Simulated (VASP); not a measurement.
Write the native input for VASP 6.6.1 that does the following.

```yaml
Task: relaxation of cell and atoms
Functional: PBE
Potentials_or_basis: VASP PAW PBE potentials, release 64 (Sb)
Cutoff: 600 eV
k_mesh: 13 × 13 × 7
Occupations: fermi-dirac, width 0.05 eV
Spin: no spin polarisation
Dipole_correction: no
Further_INCAR_settings: ALGO = Normal; EDIFF = 1e-06; IBRION = 2; EDIFFG = -0.005; NSW = 100; ISIF = 3
```

The structure of Sb lies in POSCAR:

```
Sb
1.0
    2.9118564607      0.0000000000      0.0000000000
   -1.4559282303      2.5217416671      0.0000000000
    0.0000000000      0.0000000000      4.7172074663
Sb
2
Direct
    0.3333333333      0.6666666667      0.2500000000
    0.6666666667      0.3333333333      0.7500000000
```

This isn't the form of Sb at room conditions, which is rhombohedral.

One way to write it, as run:

INCAR

```
ALGO = Normal ; EDIFF = 1E-6
EDIFFG = -0.005 ; ENCUT = 600
GGA = PE ; IBRION = 2
ISIF = 3 ; ISMEAR = -1
LASPH = T ; LCHARG = F
LREAL = F ; LWAVE = F
NELM = 100 ; NSW = 100
PREC = Accurate ; SIGMA = 0.05
```

KPOINTS

```
k-points
0
Gamma
  13 13 7
```

Potentials or basis: VASP PAW PBE potentials, release 64 (Sb).

The run is started by

```console
$ cat potpaw_PBE.64/Sb/POTCAR > POTCAR
$ mpirun -np 1 vasp_std > vasp.out
```

It gave:

```json
{
  "Relaxed volume": "27.36 Å³/atom",
  "Relaxed cell": "a = 3.454 Å, b = 3.454 Å, c = 5.296 Å, α = 90.00°, β = 90.00°, γ = 120.00°",
  "Space group after relaxing (to 0.1 Å)": "P6_3/mmc (No. 194)",
  "Energy gained by relaxing": "1603.8 meV/atom",
  "Ionic steps": "13",
  "Pressure after relaxing": "0.0 GPa",
  "Band gap on the k mesh": "zero (bands 5 and 6 overlap by 6.07 eV)"
}
```

Caveat: the volume moved by over 15 % at a fixed basis, so the end points are rough; spin-orbit coupling is left out, which moves the levels of the heavy elements.

It took 3.3 min on 1 thread of Intel Xeon 8259CL, on a shared host, peak memory 0.18 GiB.
